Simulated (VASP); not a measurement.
# Pt (Fm-3m) in VASP: single point with r2SCAN

Aim: the single point of Pt with r2SCAN.

All numbers are computed with VASP 6.6.1; they aren't measurements. Logs are shortened: lines on timing, memory, paths and dates and some standing lists are left out, and cuts for length are marked.

### Step 1. The cell of the first run

It takes space group Fm-3m (No. 225, cubic). The conventional cell has a = 3.940 Å, b = 3.940 Å, c = 3.940 Å, α = 90.00°, β = 90.00°, γ = 90.00°. Pt (site symmetry m-3m) has 12 Pt at 2.79 Å within 3.7 Å.

### Step 2. Single point, r2SCAN

Contents of POSCAR:

```
Pt
1.0
    0.0000000000      1.9701092153      1.9701092153
    1.9701092153      0.0000000000      1.9701092153
    1.9701092153      1.9701092153      0.0000000000
Pt
1
Direct
    0.0000000000      0.0000000000      0.0000000000
```

Contents of INCAR.step1:

```
ALGO = Normal ; EDIFF = 1E-4
ENCUT = 520 ; GGA = PE
ISMEAR = 0 ; LASPH = True
LCHARG = False ; LREAL = False
LWAVE = True ; NBANDS = 11
NELM = 80 ; PREC = Accurate
SIGMA = 0.1
```

Contents of INCAR.step2:

```
ALGO = Normal ; EDIFF = 1E-6
ENCUT = 520 ; ISIF = 2
ISMEAR = 0 ; ISTART = 1
LASPH = True ; LCHARG = False
LMIXTAU = True ; LREAL = False
LWAVE = False ; METAGGA = R2SCAN
NBANDS = 11 ; NELM = 80
PREC = Accurate ; SIGMA = 0.1
```

Contents of KPOINTS:

```
k-points
0
Gamma
  18 18 18
```

Potentials or basis: VASP PAW PBE potentials, release 64 (Pt).

On the command line:

```bash
cat potpaw_PBE.64/Pt/POTCAR > POTCAR
cp INCAR.step1 INCAR
mpirun -np 1 vasp_std > vasp.out
cp INCAR.step2 INCAR
mpirun -np 1 vasp_std > vasp.out
```

OUTCAR:

```text
EDIFF = 1E-6
   ENCUT = 520
   ISIF = 2
   ISMEAR = 0
   ISTART = 1
   LASPH = True
   LREAL = False
   METAGGA = R2SCAN
   NELM = 80
   PREC = Accurate

 ion  position               nearest neighbor table
   1  0.000  0.000  0.000-

  LATTYP: Found a face centered cubic cell.
 ALAT       =     3.9402184306

  Lattice vectors:

 A1 = (   0.0000000000,   1.9701092153,   1.9701092153)
 A2 = (   1.9701092153,   0.0000000000,   1.9701092153)
 A3 = (   1.9701092153,   1.9701092153,   0.0000000000)

Analysis of symmetry for initial positions (statically):
=====================================================================
 Subroutine PRICEL returns:
 Original cell was already a primitive cell.

 Routine SETGRP: Setting up the symmetry group for a
 face centered cubic supercell.

 Subroutine GETGRP returns: Found 48 space group operations
 (whereof 48 operations were pure point group operations)
 out of a pool of 48 trial point group operations.

The static configuration has the point symmetry O_h .

Analysis of symmetry for dynamics (positions and initial velocities):
=====================================================================
 Subroutine PRICEL returns:
 Original cell was already a primitive cell.

 Routine SETGRP: Setting up the symmetry group for a
 face centered cubic supercell.

 Subroutine GETGRP returns: Found 48 space group operations
 (whereof 48 operations were pure point group operations)
 out of a pool of 48 trial point group operations.

The dynamic configuration has the point symmetry O_h .

 Subroutine INISYM returns: Found 48 space group operations
 (whereof 48 operations are pure point group operations),
 and found     1 'primitive' translations

----------------------------------------------------------------------------------------

                                     Primitive cell

  volume of cell :      15.2933

  direct lattice vectors                    reciprocal lattice vectors
     0.000000000  1.970109215  1.970109215    -0.253793037  0.253793037  0.253793037
     1.970109215  0.000000000  1.970109215     0.253793037 -0.253793037  0.253793037
     1.970109215  1.970109215  0.000000000     0.253793037  0.253793037 -0.253793037

  length of vectors
     2.786155172  2.786155172  2.786155172     0.439582434  0.439582434  0.439582434

  position of ions in fractional coordinates (direct lattice)
     0.000000000  0.000000000  0.000000000

  ion indices of the primitive-cell ions
   primitive index   ion index
                 1           1

----------------------------------------------------------------------------------------

 KPOINTS: k-points

Automatic generation of k-mesh.
 Grid dimensions read from file:
 generate k-points for:   18   18   18

 Generating k-lattice:

  Cartesian coordinates                     Fractional coordinates (reciprocal lattice)
    -0.014099613  0.014099613  0.014099613     0.055555556  0.000000000  0.000000000
     0.014099613 -0.014099613  0.014099613     0.000000000  0.055555556  0.000000000
     0.014099613  0.014099613 -0.014099613     0.000000000  0.000000000  0.055555556

  Length of vectors
     0.024421246  0.024421246  0.024421246

  Shift w.r.t. Gamma in fractional coordinates (k-lattice)
     0.000000000  0.000000000  0.000000000

 Subroutine IBZKPT returns following result:
 ===========================================

 Found    195 irreducible k-points:

 Following reciprocal coordinates:
            Coordinates               Weight
  0.000000  0.000000  0.000000      1.000000
  0.055556  0.000000  0.000000      8.000000
  0.111111  0.000000  0.000000      8.000000
  0.166667  0.000000  0.000000      8.000000
  0.222222  0.000000  0.000000      8.000000
  0.277778  0.000000  0.000000      8.000000
[... 16 lines left out ...]
 -0.277778  0.055556  0.000000     24.000000
 -0.222222  0.055556  0.000000     24.000000
 [... further k-points ...]
   k-points           NKPTS =    195   k-points in BZ     NKDIM =    195   number of bands    NBANDS=     11
   number of dos      NEDOS =    301   number of ions     NIONS =      1
   total plane-waves  NPLWV =  13824
   dimension x,y,z NGX =    24 NGY =   24 NGZ =   24
   dimension x,y,z NGXF=    48 NGYF=   48 NGZF=   48
   ions per type =               1
   NGX,Y,Z   is equivalent  to a cutoff of  14.32, 14.32, 14.32 a.u.
   NGXF,Y,Z  is equivalent  to a cutoff of  28.64, 28.64, 28.64 a.u.
 SYSTEM =  unknown system
   PREC   = accura    normal or accurate (medium, high low for compatibility)
   ISTART =      1    job   : 0-new  1-cont  2-samecut
   ICHARG =      0    charge: 1-file 2-atom 10-const
   ISPIN  =      1    spin polarized calculation?
   LNONCOLLINEAR =      F non collinear calculations
   LSORBIT =      F    spin-orbit coupling
   LASPH  =      T    aspherical Exc in radial PAW
   ENCUT  =  520.0 eV  38.22 Ry    6.18 a.u.   5.18  5.18  5.18*2*pi/ulx,y,z
   NELM   =     80;   NELMIN=  2; NELMDL=  0     # of ELM steps
   EDIFF  = 0.1E-05   stopping-criterion for ELM
   LREAL  =      F    real-space projection
   EDIFFG = 0.1E-04   stopping-criterion for IOM
   NSW    =      0    number of steps for IOM
   IBRION =     -1    ionic relax: 0-MD 1-quasi-New 2-CG
   NFREE  =      0    steps in history (QN), initial steepest desc. (CG)
   ISIF   =      2    stress and relaxation
   ISYM   =      2    0-nonsym 1-usesym 2-fastsym
   POTIM  = 0.5000    time-step for ionic-motion
   TEBEG  =    0.0;   TEEND  =   0.0 temperature during run
   PSTRESS=    0.0 pullay stress
   NELECT =      10.0000    total number of electrons
   NUPDOWN=      -1.0000    fix difference up-down
   EMIN   =  10.00;   EMAX   =-10.00  energy-range for DOS
   EFERMI =   0.00;   METHOD = LEGACY
   ISMEAR =     0;   SIGMA  =   0.10  broadening in eV -4-tet -1-fermi 0-gaus
   EFERMI_NEDOS =   21; number of points for ismear=-14 and -15
   IALGO  =     38    algorithm
   IMIX   =      4    mixing-type and parameters
     AMIX     =   0.40;   BMIX     =  1.00
     AMIX_MAG =   1.60;   BMIX_MAG =  1.00
  volume/ion in A,a.u.               =      15.29       103.20
  Fermi-wavevector in a.u.,A,eV,Ry     =   1.420936  2.685180 27.470969  2.019059
  Thomas-Fermi vector in A             =   2.541799
   LORBIT       =      0    0 simple, 1 ext, 2 COOP (PROOUT), +10 PAW based schemes
   METAGGA = R2SCAN    functional components
   LHFCALC =     F    Hartree Fock is set to
   AEXX    =    0.0000 exact exchange contribution
   IVDW    =     0    specifies the selected vdW correction
   LEPSILON=     F    determine dielectric tensor
   LRPA    =     F    only Hartree local field effects (RPA)
 non-spin polarized calculation
 Gauss-broadening in eV      SIGMA  =   0.10
  energy-cutoff  :      520.00
  volume of cell :       15.29
 maximum number of plane-waves:       424
 NGX is ok and might be reduce to    24
   NGX = 11   NGY = 11   NGZ = 11

 number of electron      10.0000001 magnetization

 Free energy of the ion-electron system (eV)
  ---------------------------------------------------
  ext. energy  EPLUGINS =         0.00000000
  ---------------------------------------------------
  free energy    TOTEN  =       -51.50169694 eV

  energy without entropy =      -51.49136650  energy(sigma->0) =      -51.49653172

 E-fermi :  10.7501     XC(G=0): -14.5370

 val. band max:       10.7471770134   @ k =   0.4444   0.1111   0.0000
 cond. band min:      10.7502137914   @ k =  -0.2778   0.3889   0.1667
 fundamental gap:      0.0030367780
 Fermi energy:        10.7501212203

 k-point     1 :       0.0000    0.0000    0.0000
  band No.  band energies     occupation
      1       0.4140      2.00000
      2       6.9194      2.00000
      3       6.9194      2.00000
      4       6.9194      2.00000
      5       9.0342      2.00000
      6       9.0342      2.00000
      7      26.2689      0.00000
      8      31.3576      0.00000
      9      31.3576      0.00000
     10      31.3576      0.00000
     11      37.1798      0.00000

 k-point     2 :       0.0556    0.0000    0.0000
  band No.  band energies     occupation
      1       0.5420      2.00000
      2       6.8630      2.00000
      3       6.9702      2.00000
      4       6.9702      2.00000
      5       9.0064      2.00000
      6       9.0064      2.00000
      7      26.4641      0.00000
      8      30.6884      0.00000
      9      31.5493      0.00000
     10      31.5493      0.00000
     11      37.9007      0.00000

 k-point     3 :       0.1111    0.0000    0.0000
  band No.  band energies     occupation
      1       0.9143      2.00000
      2       6.7185      2.00000
      3       7.1027      2.00000
      4       7.1027      2.00000
      5       8.9482      2.00000
      6       8.9482      2.00000
      7      26.9923      0.00000
      8      29.2526      0.00000
      9      32.1057      0.00000
     10      32.1057      0.00000
     11      38.4677      0.00000

 k-point     4 :       0.1667    0.0000    0.0000
  band No.  band energies     occupation
      1       1.4895      2.00000
      2       6.5595      2.00000
      3       7.2490      2.00000
      4       7.2490      2.00000
      5       8.9386      2.00000
      6       8.9386      2.00000
      7      27.4675      0.00000
      8      27.7640      0.00000
      9      32.9652      0.00000
     10      32.9652      0.00000
     11      36.7502      0.00000

 k-point     5 :       0.2222    0.0000    0.0000
  band No.  band energies     occupation
      1       2.1741      2.00000
      2       6.5139      2.00000
      3       7.3054      2.00000
      4       7.3054      2.00000
      5       9.0899      2.00000
      6       9.0899      2.00000
      7      25.7230      0.00000
      8      28.0644      0.00000
      9      33.9612      0.00000
     10      33.9612      0.00000
     11      35.5013      0.00000
[... 211 lines left out ...]
 k-point    21 :      -0.3889    0.0556    0.0000
  band No.  band energies     occupation
      1       3.4244      2.00000
      2       6.8593      2.00000
      3       6.9802      2.00000
      4       8.6916      2.00000
      5      10.2637      2.00000
      6      11.0836      0.00000
      7      18.7578      0.00000
      8      26.4490      0.00000
      9      30.4690      0.00000
     10      31.8109      0.00000
     11      38.3240      0.00000

 k-point    22 :      -0.3333    0.0556    0.0000
  band No.  band energies     occupation
      1       3.3470      2.00000
      2       6.9947      2.00000
      3       7.1048      2.00000
      4       7.6505      2.00000
      5       9.7798      2.00000
      6      10.5399      1.99705
      7      20.8601      0.00000
      8      26.9925      0.00000
      9      31.2123      0.00000
     10      33.2677      0.00000
     11      36.6520      0.00000

 k-point    23 :      -0.2778    0.0556    0.0000
  band No.  band energies     occupation
      1       3.0644      2.00000
      2       6.7925      2.00000
      3       7.1927      2.00000
      4       7.2571      2.00000
      5       9.2740      2.00000
      6      10.0153      2.00000
      7      23.0631      0.00000
      8      27.6753      0.00000
      9      32.1372      0.00000
     10      35.0458      0.00000
     11      35.0989      0.00000

 k-point    24 :      -0.2222    0.0556    0.0000
  band No.  band energies     occupation
      1       2.5074      2.00000
      2       6.4397      2.00000
      3       7.3053      2.00000
      4       7.3715      2.00000
      5       8.8672      2.00000
      6       9.5563      2.00000
      7      25.1473      0.00000
      8      28.1594      0.00000
      9      32.6808      0.00000
     10      34.2994      0.00000
     11      35.5063      0.00000

 [... further k-points ...]
[... 5 lines left out ...]
  --------------------------------------------------------------------------------------
  -------------------------------------------------------------------------------------
  Total        0.0661915      0.0661915      0.0661915      0.0000000      0.0000000     -0.0000000
  in kB        6.9344518      6.9344518      6.9344518      0.0000000      0.0000000     -0.0000000
  external PRESSURE =       6.9344518 kB  Pullay stress =       0.0000000 kB

 VOLUME and BASIS-vectors are now :
 -----------------------------------------------------------------------------
  energy-cutoff  :      520.00
  volume of cell :       15.29
      direct lattice vectors                 reciprocal lattice vectors
     0.000000000  1.970109215  1.970109215    -0.253793037  0.253793037  0.253793037
     1.970109215  0.000000000  1.970109215     0.253793037 -0.253793037  0.253793037
     1.970109215  1.970109215  0.000000000     0.253793037  0.253793037 -0.253793037

 POSITION                                       TOTAL-FORCE (eV/Angst)
 -----------------------------------------------------------------------------------
      0.00000      0.00000      0.00000         0.000000      0.000000      0.000000
 -----------------------------------------------------------------------------------
    total drift:                                0.000000     -0.000000     -0.000000

  FREE ENERGIE OF THE ION-ELECTRON SYSTEM (eV)
  ---------------------------------------------------
  free  energy   TOTEN  =       -51.5016969391 eV

  energy  without entropy=      -51.4913665024  energy(sigma->0) =      -51.49653172
```

Run time: 1.8 min. Hardware: 1 thread of Intel Xeon Platinum 8488C (Sapphire Rapids), shared host; peak memory 0.17 GiB.

Results:

```
Free energy            : -51.5017 eV
Pressure               : 0.7 GPa
Band gap on the k mesh : zero (band 5 reaches 11.26 eV, above the bottom of band 6 at 8.94 eV)
```

Caveat: the PAW data sets were made with another functional, which shifts forces and pressure a little; spin-orbit coupling is left out, which moves the levels of the heavy elements.
